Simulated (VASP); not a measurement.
# Zr in VASP: a series of runs

Runs on Zr. Level: LDA. Tasks: single point.

Program: VASP 6.6.1. These are calculated values, not measurements. Logs are shortened: lines on timing, memory, paths and dates and some standing lists are left out, and cuts for length are marked.

## Step 1: The cell of the first run

It takes space group I4/mmm (No. 139, tetragonal). The conventional cell has a = 3.692 Å, b = 3.692 Å, c = 3.620 Å, α = 90.00°, β = 90.00°, γ = 90.00°. Within 4.2 Å of Zr (site symmetry 4/mmm) lie 14 Zr at 3.18 to 3.69 Å.

## Step 2: Single point, LDA (equal xx and yy strain of +2 %)

The input, INCAR:

```
PREC     = Accurate       # precision mode
ENCUT    = 520            # plane-wave cutoff, eV
EDIFF    = 1E-6           # SCF threshold, eV
ISMEAR   = -1             # smearing method
SIGMA    = 0.03           # smearing width, eV
LREAL    = F              # projectors in reciprocal space
LASPH    = T              # aspherical terms in the spheres
NELM     = 60             # most SCF steps
ALGO     = Normal         # electronic algorithm
ISIF     = 2              # what is computed and relaxed
LWAVE    = F              # write WAVECAR
LCHARG   = F              # write CHGCAR
NBANDS   = 12             # bands
```

The input, KPOINTS:

```
Automatic mesh
0
Gamma
  16 16 16
```

The input, POSCAR:

```
Zr
1.0
   -1.8462000000      1.8462000000      1.8100000000
    1.8462000000     -1.8462000000      1.8100000000
    1.8462000000      1.8462000000     -1.8100000000
Zr
1
Direct
    0.0000000000      0.0000000000      0.0000000000
```

Potentials or basis: VASP PAW LDA potentials, release 64 (Zr_sv).

Run with:

```
cat potpaw_LDA.64/Zr_sv/POTCAR > POTCAR
mpirun -np 1 vasp_std > vasp.out
```

OUTCAR:

```text
PREC = Accurate
   ENCUT = 520
   EDIFF = 1E-6
   ISMEAR = -1
   LREAL = F
   LASPH = T
   NELM = 60
   ISIF = 2

 ion  position               nearest neighbor table
   1  0.000  0.000  0.000-

  LATTYP: Found a body centered tetragonal cell.
 ALAT       =     3.6924000000
 C/A-ratio  =     0.9803921569

  Lattice vectors:

 A1 = (  -1.8462000000,   1.8462000000,   1.8100000000)
 A2 = (   1.8462000000,  -1.8462000000,   1.8100000000)
 A3 = (   1.8462000000,   1.8462000000,  -1.8100000000)

Analysis of symmetry for initial positions (statically):
=====================================================================
 Subroutine PRICEL returns:
 Original cell was already a primitive cell.

 Routine SETGRP: Setting up the symmetry group for a
 body centered tetragonal supercell.

 Subroutine GETGRP returns: Found 16 space group operations
 (whereof 16 operations were pure point group operations)
 out of a pool of 16 trial point group operations.

The static configuration has the point symmetry D_4h.

Analysis of symmetry for dynamics (positions and initial velocities):
=====================================================================
 Subroutine PRICEL returns:
 Original cell was already a primitive cell.

 Routine SETGRP: Setting up the symmetry group for a
 body centered tetragonal supercell.

 Subroutine GETGRP returns: Found 16 space group operations
 (whereof 16 operations were pure point group operations)
 out of a pool of 16 trial point group operations.

The dynamic configuration has the point symmetry D_4h.

 Subroutine INISYM returns: Found 16 space group operations
 (whereof 16 operations are pure point group operations),
 and found     1 'primitive' translations

----------------------------------------------------------------------------------------

                                     Primitive cell

  volume of cell :      24.6772

  direct lattice vectors                    reciprocal lattice vectors
    -1.846200000  1.846200000  1.810000000     0.000000000  0.270826563  0.276243094
     1.846200000 -1.846200000  1.810000000     0.270826563  0.000000000  0.276243094
     1.846200000  1.846200000 -1.810000000     0.270826563  0.270826563  0.000000000

  length of vectors
     3.176949619  3.176949619  3.176949619     0.386855624  0.386855624  0.383006598

  position of ions in fractional coordinates (direct lattice)
     0.000000000  0.000000000  0.000000000

  ion indices of the primitive-cell ions
   primitive index   ion index
                 1           1
[... 79 lines left out ...]
   ISYM   =      2    0-nonsym 1-usesym 2-fastsym
   POTIM  = 0.5000    time-step for ionic-motion
   TEBEG  =    0.0;   TEEND  =   0.0 temperature during run
   PSTRESS=    0.0 pullay stress
   NELECT =      12.0000    total number of electrons
   NUPDOWN=      -1.0000    fix difference up-down
   EMIN   =  10.00;   EMAX   =-10.00  energy-range for DOS
   EFERMI =   0.00;   METHOD = LEGACY
   ISMEAR =    -1;   SIGMA  =   0.03  broadening in eV -4-tet -1-fermi 0-gaus
   EFERMI_NEDOS =   21; number of points for ismear=-14 and -15
   IALGO  =     38    algorithm
   IMIX   =      4    mixing-type and parameters
     AMIX     =   0.40;   BMIX     =  1.00
     AMIX_MAG =   1.60;   BMIX_MAG =  1.00
  volume/ion in A,a.u.               =      24.68       166.53
  Fermi-wavevector in a.u.,A,eV,Ry     =   1.287370  2.432776 22.549212  1.657320
  Thomas-Fermi vector in A             =   2.419388
   LORBIT       =      0    0 simple, 1 ext, 2 COOP (PROOUT), +10 PAW based schemes
   GGA     = CA    functional components
   LHFCALC =     F    Hartree Fock is set to
   AEXX    =    0.0000 exact exchange contribution
   IVDW    =     0    specifies the selected vdW correction
   LEPSILON=     F    determine dielectric tensor
   LRPA    =     F    only Hartree local field effects (RPA)
 non-spin polarized calculation
  energy-cutoff  :      520.00
  volume of cell :       24.68
 maximum number of plane-waves:       682
   NGX = 11   NGY = 11   NGZ = 11

 number of electron      12.0000000 magnetization

 Free energy of the ion-electron system (eV)
  ---------------------------------------------------
  ext. energy  EPLUGINS =         0.00000000
  ---------------------------------------------------
  free energy    TOTEN  =        -9.10383141 eV

  energy without entropy =       -9.09759683  energy(sigma->0) =       -9.10071412

 E-fermi :   7.8905     XC(G=0): -11.0280

 val. band max:        7.8900390798   @ k =  -0.1875   0.3125   0.1250
 cond. band min:       7.8920950537   @ k =   0.1250   0.1250   0.0625
 fundamental gap:      0.0020559739
 Fermi energy:         7.8904856729

 k-point     1 :       0.0000    0.0000    0.0000
  band No.  band energies     occupation
      1     -40.4574      2.00000
      2     -18.1811      2.00000
      3     -18.1805      2.00000
      4     -18.1805      2.00000
      5       2.6408      2.00000
      6       8.8113      0.00000
      7       8.9912      0.00000
      8       8.9912      0.00000
      9      11.1352      0.00000
     10      11.3789      0.00000
     11      20.0305      0.00000
     12      20.0305      0.00000
[... 331 lines left out ...]
 k-point    24 :      -0.0625    0.0625    0.0000
  band No.  band energies     occupation
      1     -40.4529      2.00000
      2     -18.2135      2.00000
      3     -18.1910      2.00000
      4     -18.1803      2.00000
      5       2.7645      2.00000
      6       8.7918      0.00000
      7       8.9141      0.00000
      8       9.1098      0.00000
      9      11.0126      0.00000
     10      11.3728      0.00000
     11      20.1372      0.00000
     12      20.3182      0.00000

 [... further k-points ...]

------------------------ aborting loop because EDIFF is reached ----------------------------------------

  FORCE on cell =-STRESS in cart. coord.  units (eV):
  Direction    XX          YY          ZZ          XY          YZ          ZX
  --------------------------------------------------------------------------------------
  -------------------------------------------------------------------------------------
  Total       -1.8093026     -1.8093026     -1.8929418      0.0000000      0.0000000      0.0000000
  in kB     -117.4696637   -117.4696637   -122.8999729      0.0000000      0.0000000      0.0000000
  external PRESSURE =    -119.2797668 kB  Pullay stress =       0.0000000 kB

 VOLUME and BASIS-vectors are now :
 -----------------------------------------------------------------------------
  energy-cutoff  :      520.00
  volume of cell :       24.68
      direct lattice vectors                 reciprocal lattice vectors
    -1.846200000  1.846200000  1.810000000     0.000000000  0.270826563  0.276243094
     1.846200000 -1.846200000  1.810000000     0.270826563  0.000000000  0.276243094
     1.846200000  1.846200000 -1.810000000     0.270826563  0.270826563  0.000000000

 POSITION                                       TOTAL-FORCE (eV/Angst)
 -----------------------------------------------------------------------------------
      0.00000      0.00000      0.00000         0.000000     -0.000000      0.000000
 -----------------------------------------------------------------------------------
    total drift:                                0.000000      0.000000      0.000000

  FREE ENERGIE OF THE ION-ELECTRON SYSTEM (eV)
  ---------------------------------------------------
  free  energy   TOTEN  =        -9.1038314122 eV

  energy  without entropy=       -9.0975968263  energy(sigma->0) =       -9.10071412
```

Run time: 73 s. Hardware: 1 thread of Intel Xeon 8259CL, shared host; peak memory 0.21 GiB.

What came out:

| Quantity | Value |
| --- | --- |
| Free energy | -9.1038 eV |
| Pressure | -11.9 GPa |
| Band gap on the k mesh | zero (bands 6 and 7 overlap by 1.71 eV) |

Caveat: the cell differs from its parent crystal (equal xx and yy strain of +2 %); the cell stands under tension.

## Step 3: Single point, LDA (equal xy, yz and zx shear strains of -2 %)

The input, INCAR:

```
PREC = Accurate ; ENCUT = 520
EDIFF = 1E-6 ; ISMEAR = -1
SIGMA = 0.03 ; LREAL = False
LASPH = True ; NELM = 80
ALGO = Normal ; ISIF = 2
LWAVE = False ; LCHARG = False
NBANDS = 12
```

The input, KPOINTS:

```
regular mesh
0
Gamma
  16 16 16
```

The input, POSCAR:

```
Zr
1.0
   -1.8462000000      1.8100000000      1.8100000000
    1.8100000000     -1.8462000000      1.8100000000
    1.8100000000      1.8100000000     -1.8462000000
Zr
1
Direct
    0.0000000000      0.0000000000      0.0000000000
```

Potentials or basis: VASP PAW LDA potentials, release 64 (Zr_sv).

Run with:

```
cat potpaw_LDA.64/Zr_sv/POTCAR > POTCAR
mpirun -np 1 vasp_std > vasp.out
```

Wall time 1.8 min (1 thread of Intel Xeon 8259CL, shared host); peak memory 0.22 GiB.

The run converged. Its results:

| Quantity | Value |
| --- | --- |
| Free energy | -9.1659 eV |
| Pressure | -9.4 GPa |
| Band gap on the k mesh | zero (bands 6 and 7 overlap by 1.71 eV) |

Stress tensor (GPa, compression positive):
```
-9.43  0.37  0.37
 0.37 -9.43  0.37
 0.37  0.37 -9.43
```

Levels at points of the mesh, in eV from the Fermi level:
```csv
k point,band 3,band 4,band 5,band 6,band 7,band 8,band 9,band 10
"(0.00, 0.00, 0.00)",-25.95,-25.88,-5.31,0.82,1.18,1.18,3.53,3.53
"(0.50, 0.00, 0.00)",-26.24,-25.95,-2.72,-0.63,1.73,3.39,4.01,6.24
"(0.50, 0.50, 0.00)",-26.20,-25.91,-2.74,-0.71,1.48,3.58,4.25,6.08
"(0.50, 0.50, 0.50)",-26.54,-26.54,-2.45,-2.45,5.36,5.36,5.80,7.21
```

Caveat: the cell differs from its parent crystal (equal xy, yz and zx shear strains of -2 %); the cell stands under tension.
